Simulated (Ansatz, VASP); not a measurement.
# ZrB2: VASP beside Ansatz

File INCAR:

```
ALGO     = Normal         # electronic algorithm
EDIFF    = 1E-7           # SCF threshold, eV
EDIFFG   = -0.005         # ionic threshold
ENCUT    = 600            # plane-wave cutoff, eV
GGA      = PS             # functional
IBRION   = 2              # ionic algorithm
ISIF     = 3              # what is computed and relaxed
ISMEAR   = -1             # smearing method
LASPH    = T              # aspherical terms in the spheres
LCHARG   = F              # write CHGCAR
LREAL    = F              # projectors in reciprocal space
LWAVE    = F              # write WAVECAR
NELM     = 100            # most SCF steps
NSW      = 32             # ionic steps
PREC     = Accurate       # precision mode
SIGMA    = 0.05           # smearing width, eV
```

KPOINTS

```
k-points
0
Gamma
  13 13 10
```

The input POSCAR:

```
ZrB2
1.0
    3.1545330261      0.0000000000      0.0000000000
   -1.5772665131      2.7319057377      0.0000000000
    0.0000000000      0.0000000000      3.5079105588
Zr B
1 2
Direct
    0.0000000000      0.0000000000      0.0000000000
    0.3333333333      0.6666666667      0.5000000000
    0.6666666667      0.3333333333      0.5000000000
```

Input for Ansatz:

```yaml
crystal:
  lattice:
    - [3.1545330261, 0.0, 0.0]
    - [-1.5772665131, 2.7319057377, 0.0]
    - [0.0, 0.0, 3.5079105588]
  atoms:
    - { symbol: Zr, position: [0.0, 0.0, 0.0] }
    - { symbol: B, position: [0.3333333333, 0.6666666667, 0.5] }
    - { symbol: B, position: [0.6666666667, 0.3333333333, 0.5] }
kpoints:
  mp_grid: { grid: [13, 13, 10] }
scf:
  occupations: { method: fermi_dirac, width: 0.05 }
hamiltonian:
  xc: pbesol
  pseudopotentials: { kind: all_electron, lapw: { basis_error: 0.0005 } }
output:
  forces: true
  stress: true
  eigenvalues: true
relax:
  f_tol: 0.005
  max_steps: 12
  cell: {}
```

Alike in both runs: task relaxation of cell and atoms; functional PBEsol; k mesh 13 × 13 × 10; occupations fermi-dirac, width 0.05 eV; no spin polarisation.

```csv
,VASP,Ansatz
version,VASP 6.6.1,Ansatz 0.2.0
potentials or method,"VASP PAW PBE potentials, release 64 (Zr_sv, B), cutoff 600 eV","all-electron LAPW, scalar-relativistic"
```

```tsv
	VASP	Ansatz	Ansatz less VASP
relaxed volume (Å³/atom)	10.09	10.08	-0.012
relaxed cell length with the largest relative difference (Å)	3.156	3.155	-0.0013
```

VASP's potentials were made for PBE, not for PBEsol. Ansatz ran all-electron here, and VASP with PAW potentials.
